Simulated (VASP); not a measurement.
# Bi (C2/m) in VASP: settings compared

Bi is run at these levels: revPBE, PBE; tasks: single point.

Program: VASP 6.6.1. These are calculated values, not measurements. Logs are shortened: lines on timing, memory, paths and dates and some standing lists are left out, and cuts for length are marked.

## 1. The cell of the first run

It takes space group C2/m (No. 12, monoclinic). The conventional cell has a = 6.977 Å, b = 6.265 Å, c = 3.359 Å, α = 90.00°, β = 112.04°, γ = 90.00°. Bi (site symmetry m) has 8 Bi at 3.02 to 3.90 Å within 4.0 Å.

## 2. Single point, revPBE

File INCAR:

```
SYSTEM = Bi
  ALGO = Normal
  EDIFF = 1E-6
  ENCUT = 500
  GGA = RE
  GGA_COMPAT = .False.
  ISIF = 2
  ISMEAR = 1
  ISYM = 0
  LASPH = .True.
  LCHARG = .False.
  LREAL = .False.
  LWAVE = .False.
  NBANDS = 22
  NELM = 120
  PREC = Accurate
  SIGMA = 0.06802846561497
```

File KPOINTS:

```
k-points
0
Gamma
  2 2 3
  0 0 0
```

File POSCAR:

```
Bi
1.0
    3.4885980000     -3.1325780000      0.0000000000
    3.4885980000      3.1325780000      0.0000000000
   -1.2602350000      0.0000000000      3.1135500000
Bi
2
Direct
    0.2469390000      0.2469390000      0.1426180000
    0.7817258103      0.7817258103      0.8573820000
```

Potentials or basis: VASP PAW PBE potentials, release 64 (Bi_d).

Run with:

```sh
$ cat potpaw_PBE.64/Bi_d/POTCAR > POTCAR
$ mpirun -np 1 vasp_std > vasp.out
```

OUTCAR:

```text
SYSTEM = Bi
   EDIFF = 1E-6
   ENCUT = 500
   GGA = RE
   ISIF = 2
   ISMEAR = 1
   ISYM = 0
   LASPH = .True.
   LREAL = .False.
   NELM = 120
   PREC = Accurate

 ion  position               nearest neighbor table
   1  0.247  0.247  0.143-   2 3.02   2 3.31   2 3.31   2 3.60   2 3.90   2 3.90
   2  0.782  0.782  0.857-   1 3.02   1 3.31   1 3.31   1 3.60   1 3.90   1 3.90

IMPORTANT INFORMATION: All symmetrisations will be switched off!
NOSYMM: (Re-)initialisation of all symmetry stuff for point group C_1.

----------------------------------------------------------------------------------------

                                     Primitive cell

  volume of cell :      68.0517

  direct lattice vectors                    reciprocal lattice vectors
     3.488598000 -3.132578000  0.000000000     0.143324052 -0.159612945  0.058011590
     3.488598000  3.132578000  0.000000000     0.143324052  0.159612945  0.058011590
    -1.260235000  0.000000000  3.113550000     0.000000000  0.000000000  0.321176792

  length of vectors
     4.688641694  4.688641694  3.358926295     0.222223807  0.222223807  0.321176792

  position of ions in fractional coordinates (direct lattice)
     0.246939000  0.246939000  0.142618000
     0.781725810  0.781725810  0.857382000

  ion indices of the primitive-cell ions
   primitive index   ion index
                 1           1
                 2           2

----------------------------------------------------------------------------------------

 KPOINTS: k-points

Automatic generation of k-mesh.
 Grid dimensions read from file:
 generate k-points for:    2    2    3

 Generating k-lattice:

  Cartesian coordinates                     Fractional coordinates (reciprocal lattice)
     0.071662026 -0.079806472  0.029005795     0.500000000  0.000000000  0.000000000
     0.071662026  0.079806472  0.029005795     0.000000000  0.500000000  0.000000000
     0.000000000  0.000000000  0.107058931     0.000000000  0.000000000  0.333333333

  Length of vectors
     0.111111904  0.111111904  0.107058931

  Shift w.r.t. Gamma in fractional coordinates (k-lattice)
     0.000000000  0.000000000  0.000000000

 Subroutine IBZKPT returns following result:
 ===========================================

 Found      8 irreducible k-points:

 Following reciprocal coordinates:
            Coordinates               Weight
  0.000000  0.000000  0.000000      1.000000
  0.500000  0.000000 -0.000000      1.000000
  0.000000  0.500000 -0.000000      1.000000
  0.500000  0.500000 -0.000000      1.000000
  0.000000  0.000000  0.333333      2.000000
  0.500000  0.000000  0.333333      2.000000
  0.000000  0.500000 -0.333333      2.000000
  0.500000  0.500000  0.333333      2.000000
   k-points           NKPTS =      8   k-points in BZ     NKDIM =      8   number of bands    NBANDS=     22
   number of dos      NEDOS =    301   number of ions     NIONS =      2
   total plane-waves  NPLWV =  31104
   dimension x,y,z NGX =    36 NGY =   36 NGZ =   24
   dimension x,y,z NGXF=    72 NGYF=   72 NGZF=   48
   ions per type =               2
   NGX,Y,Z   is equivalent  to a cutoff of  12.76, 12.76, 11.88 a.u.
   NGXF,Y,Z  is equivalent  to a cutoff of  25.53, 25.53, 23.76 a.u.
 SYSTEM =  Bi
   PREC   = accura    normal or accurate (medium, high low for compatibility)
   ISTART =      0    job   : 0-new  1-cont  2-samecut
   ICHARG =      2    charge: 1-file 2-atom 10-const
   ISPIN  =      1    spin polarized calculation?
   LNONCOLLINEAR =      F non collinear calculations
   LSORBIT =      F    spin-orbit coupling
   LASPH  =      T    aspherical Exc in radial PAW
   ENCUT  =  500.0 eV  36.75 Ry    6.06 a.u.   8.55  8.55  6.12*2*pi/ulx,y,z
   NELM   =    120;   NELMIN=  2; NELMDL= -5     # of ELM steps
   EDIFF  = 0.1E-05   stopping-criterion for ELM
   LREAL  =      F    real-space projection
   EDIFFG = 0.1E-04   stopping-criterion for IOM
   NSW    =      0    number of steps for IOM
   IBRION =     -1    ionic relax: 0-MD 1-quasi-New 2-CG
   NFREE  =      0    steps in history (QN), initial steepest desc. (CG)
   ISIF   =      2    stress and relaxation
   ISYM   =      0    0-nonsym 1-usesym 2-fastsym
   POTIM  = 0.5000    time-step for ionic-motion
   TEBEG  =    0.0;   TEEND  =   0.0 temperature during run
   PSTRESS=    0.0 pullay stress
   NELECT =      30.0000    total number of electrons
   NUPDOWN=      -1.0000    fix difference up-down
   EMIN   =  10.00;   EMAX   =-10.00  energy-range for DOS
   EFERMI =   0.00;   METHOD = LEGACY
   ISMEAR =     1;   SIGMA  =   0.07  broadening in eV -4-tet -1-fermi 0-gaus
   EFERMI_NEDOS =   21; number of points for ismear=-14 and -15
   IALGO  =     38    algorithm
   IMIX   =      4    mixing-type and parameters
     AMIX     =   0.40;   BMIX     =  1.00
     AMIX_MAG =   1.60;   BMIX_MAG =  1.00
  volume/ion in A,a.u.               =      34.03       229.62
  Fermi-wavevector in a.u.,A,eV,Ry     =   1.245955  2.354514 21.121737  1.552404
  Thomas-Fermi vector in A             =   2.380154
   LORBIT       =      0    0 simple, 1 ext, 2 COOP (PROOUT), +10 PAW based schemes
   GGA     = RE    functional components
   LHFCALC =     F    Hartree Fock is set to
   AEXX    =    0.0000 exact exchange contribution
   IVDW    =     0    specifies the selected vdW correction
   LEPSILON=     F    determine dielectric tensor
   LRPA    =     F    only Hartree local field effects (RPA)
 non-spin polarized calculation
 Methfessel and Paxton  Order N= 1 SIGMA  =   0.07
  energy-cutoff  :      500.00
  volume of cell :       68.05
 maximum number of plane-waves:      1745
 NGX is ok and might be reduce to    36
   NGX = 17   NGY = 17   NGZ = 13

 number of electron      29.9999992 magnetization

 Free energy of the ion-electron system (eV)
  ---------------------------------------------------
  ext. energy  EPLUGINS =         0.00000000
  ---------------------------------------------------
  free energy    TOTEN  =        -7.02721918 eV

  energy without entropy =       -7.02787656  energy(sigma->0) =       -7.02743831

 E-fermi :   6.4098     XC(G=0):  -9.6951

 val. band max:        6.3524789781   @ k =   0.0000   0.5000  -0.0000
 cond. band min:       6.6932405319   @ k =   0.5000   0.0000  -0.0000
 fundamental gap:      0.3407615538
 Fermi energy:         6.4097505378

 k-point     1 :       0.0000    0.0000    0.0000
  band No.  band energies     occupation
      1     -16.1981      2.00000
      2     -16.0726      2.00000
      3     -16.0607      2.00000
      4     -16.0044      2.00000
      5     -15.9396      2.00000
      6     -15.9278      2.00000
[... 14 lines left out ...]
     21      15.0042      0.00000
     22      15.7110      0.00000

 k-point     2 :       0.5000    0.0000   -0.0000
  band No.  band energies     occupation
      1     -16.1289      2.00000
      2     -16.0455      2.00000
      3     -16.0364      2.00000
      4     -16.0158      2.00000
      5     -15.9697      2.00000
      6     -15.9440      2.00000
[... 14 lines left out ...]
     21      15.6724      0.00000
     22      15.8847      0.00000

 k-point     3 :       0.0000    0.5000   -0.0000
  band No.  band energies     occupation
      1     -16.1289      2.00000
      2     -16.0455      2.00000
      3     -16.0364      2.00000
      4     -16.0158      2.00000
      5     -15.9697      2.00000
      6     -15.9440      2.00000
[... 14 lines left out ...]
     21      15.6724      0.00000
     22      15.8847      0.00000

 k-point     4 :       0.5000    0.5000   -0.0000
  band No.  band energies     occupation
      1     -16.1416      2.00000
      2     -16.0558      2.00000
      3     -15.9890      2.00000
      4     -15.9749      2.00000
      5     -15.9572      2.00000
      6     -15.9398      2.00000
[... 14 lines left out ...]
     21      16.7805      0.00000
     22      17.0031      0.00000

 k-point     5 :       0.0000    0.0000    0.3333
  band No.  band energies     occupation
      1     -16.1521      2.00000
      2     -16.0495      2.00000
      3     -16.0000      2.00000
      4     -15.9621      2.00000
      5     -15.9508      2.00000
      6     -15.9316      2.00000
[... 14 lines left out ...]
     21      14.5149      0.00000
     22      15.8164      0.00000

 k-point     6 :       0.5000    0.0000    0.3333
  band No.  band energies     occupation
      1     -16.1333      2.00000
      2     -16.0318      2.00000
      3     -16.0099      2.00000
      4     -15.9912      2.00000
      5     -15.9800      2.00000
      6     -15.9208      2.00000
[... 14 lines left out ...]
     21      14.6606      0.00000
     22      16.0196      0.00000

 k-point     7 :       0.0000    0.5000   -0.3333
  band No.  band energies     occupation
      1     -16.1333      2.00000
      2     -16.0318      2.00000
      3     -16.0099      2.00000
      4     -15.9912      2.00000
      5     -15.9800      2.00000
      6     -15.9208      2.00000
[... 14 lines left out ...]
     21      14.6606      0.00000
     22      16.0196      0.00000

 k-point     8 :       0.5000    0.5000    0.3333
  band No.  band energies     occupation
      1     -16.0760      2.00000
      2     -16.0361      2.00000
      3     -15.9921      2.00000
      4     -15.9778      2.00000
      5     -15.9545      2.00000
      6     -15.9420      2.00000
[... 14 lines left out ...]
     21      15.3408      0.00000
     22      16.3961      0.00000

------------------------ aborting loop because EDIFF is reached ----------------------------------------

  FORCE on cell =-STRESS in cart. coord.  units (eV):
  Direction    XX          YY          ZZ          XY          YZ          ZX
  --------------------------------------------------------------------------------------
  -------------------------------------------------------------------------------------
  Total        3.2375095     -0.1951668      1.1464826      0.0000251     -0.0000059      0.0175819
  in kB       76.2224626     -4.5949195     26.9922690      0.0005917     -0.0001379      0.4139406
  external PRESSURE =      32.8732707 kB  Pullay stress =       0.0000000 kB

 VOLUME and BASIS-vectors are now :
 -----------------------------------------------------------------------------
  energy-cutoff  :      500.00
  volume of cell :       68.05
      direct lattice vectors                 reciprocal lattice vectors
     3.488598000 -3.132578000  0.000000000     0.143324052 -0.159612945  0.058011590
     3.488598000  3.132578000  0.000000000     0.143324052  0.159612945  0.058011590
    -1.260235000  0.000000000  3.113550000     0.000000000  0.000000000  0.321176792

 POSITION                                       TOTAL-FORCE (eV/Angst)
 -----------------------------------------------------------------------------------
      1.54321      0.00000      0.44405         0.108924      0.000010      0.058854
      4.37375      0.00000      2.66950        -0.108924     -0.000010     -0.058854
 -----------------------------------------------------------------------------------
    total drift:                                0.000143      0.000019      0.000007

  FREE ENERGIE OF THE ION-ELECTRON SYSTEM (eV)
  ---------------------------------------------------
  free  energy   TOTEN  =        -7.0272191845 eV

  energy  without entropy=       -7.0278765592  energy(sigma->0) =       -7.02743831
```

It took 6.2 s on 1 thread of Intel Xeon Platinum 8488C (Sapphire Rapids), shared host; peak memory 0.16 GiB.

Results:

| Item | Value |
| --- | --- |
| Free energy | -7.0272 eV |
| Pressure | 3.3 GPa |
| Largest force | 0.124 eV/Å |
| Band gap on the k mesh | zero (band 15 reaches 9.77 eV, above the bottom of band 16 at 6.00 eV) |

Forces on the atoms (eV/Å):
```
Bi   0.109  0.000  0.059
Bi  -0.109  0.000 -0.059
```

Stress tensor (GPa, compression positive):
```
 7.62  0.00  0.04
 0.00 -0.46  0.00
 0.04  0.00  2.70
```

Caveat: the k points lie up to 0.70 Å⁻¹ apart; the PAW data sets were made with another functional, which shifts forces and pressure a little; spin-orbit coupling is left out, which moves the levels of the heavy elements.

## 3. Single point, PBE, collinear spin

File INCAR:

```
  ALGO = Normal
  EDIFF = 1E-6
  ENCUT = 500
  GGA = PE
  GGA_COMPAT = F
  ISIF = 2
  ISMEAR = 0
  ISPIN = 2
  LASPH = T
  LCHARG = T
  LELF = T
  LORBIT = 11
  LREAL = F
  LVHAR = T
  LWAVE = F
  MAGMOM = 0 1
  NBANDS = 26
  NELM = 200
  PREC = Accurate
  SIGMA = 0.1
```

File KPOINTS:

```
k-points
0
Gamma
  1 1 2
```

POSCAR, as its differences from that of step 2:

```diff
@@ -9,2 +9,2 @@
     0.2469390000      0.2469390000      0.1426180000
-    0.7817258103      0.7817258103      0.8573820000
+    0.7530610000      0.7530610000      0.8573820000
```

Potentials or basis: VASP PAW PBE potentials, release 64 (Bi_d).

Run with:

```sh
$ cat potpaw_PBE.64/Bi_d/POTCAR > POTCAR
$ mpirun -np 1 vasp_std > vasp.out
```

Wall time 11 s (1 thread of Intel Xeon Platinum 8488C (Sapphire Rapids), shared host); peak memory 0.18 GiB.

The run converged. Its results:

```yaml
Free_energy: -6.5353 eV
Pressure: 7.0 GPa
Largest_force: 1.612 eV/Å
Band_gap_on_the_k_mesh: zero (filled and empty bands overlap)
Net_moment: 0.00 μB per cell
Site_moments: Bi -0.24, +0.24 μB
Valence_electrons_inside_the_program's_atomic_spheres: Bi 12.84
```

Forces on the atoms (eV/Å):
```
Bi   0.669  0.000 -1.466
Bi  -0.669  0.000  1.466
```

Stress tensor (GPa, compression positive):
```
 17.95   0.00   5.41
  0.00  14.97   0.00
  5.41   0.00 -11.79
```

Levels at points of the mesh, in eV from the Fermi level:
Spin up:
| k point | band 13 | band 14 | band 15 | band 16 | band 17 | band 18 |
| --- | --- | --- | --- | --- | --- | --- |
| (0.00, 0.00, 0.00) | -4.39 | -4.11 | 1.64 | 1.78 | 2.42 | 2.82 |
| (0.00, 0.00, 0.50) | -5.16 | -3.76 | -2.94 | -0.29 | 0.29 | 0.38 |
Spin down:
```tsv
k point	band 11	band 12	band 13	band 14	band 15	band 16	band 17	band 18	band 19	band 20
(0.00, 0.00, 0.00)	-14.33	-10.36	-4.39	-4.11	1.64	1.78	2.42	2.82	3.06	5.63
(0.00, 0.00, 0.50)	-11.99	-10.21	-5.17	-3.76	-2.94	-0.29	0.29	0.38	4.91	5.47
```

Caveat: the k points lie up to 1.40 Å⁻¹ apart; spin-orbit coupling is left out, which moves the levels of the heavy elements; forces of over 1 eV/Å act on the atoms, so gaps and moduli don't describe the material at rest.
